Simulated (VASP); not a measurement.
The system is MnO.

```
Mn O
1.0
     2.67239    0.00000    2.67239
     0.00000    2.67239    2.67239
     0.00000    0.00000    5.34478
Mn O
2 2
Direct
  0.00000 0.00000 0.00000
  0.00000 0.00000 0.50000
  0.50000 0.50000 0.75000
  0.50000 0.50000 0.25000
```

Base run:

```yaml
Program: VASP 6.6.1
Functional: LDA
Potentials_or_basis: VASP PAW LDA potentials, release 64 (Mn_pv, O)
Cutoff: 600 eV
k_mesh: 7 × 7 × 7
Occupations: gaussian, width 0.05 eV
Spin: collinear spin, antiferromagnetic start
Starting_moments: "[4.27, -4.27, 0.0, 0.0] μB"
Hubbard_terms: Mn d U = 6.0 eV
```

Its results: band gap on the k mesh 2.14 eV; pressure 3.6 GPa.

The run is repeated on the same cell with these changes: spin from collinear spin, antiferromagnetic start to no spin polarisation; further incar settings from ALGO = Normal; EDIFF = 1e-06; NBANDS = 31 to ALGO = Normal; EDIFF = 1e-06; NBANDS = 27. What comes out?

Band gap on the k mesh zero (band 19 reaches 8.58 eV, above the bottom of band 20 at 8.03 eV); pressure -8.3 GPa.

Caveats: U without spin polarisation on a metal has little footing (some runs).

A k mesh can miss the band edges.
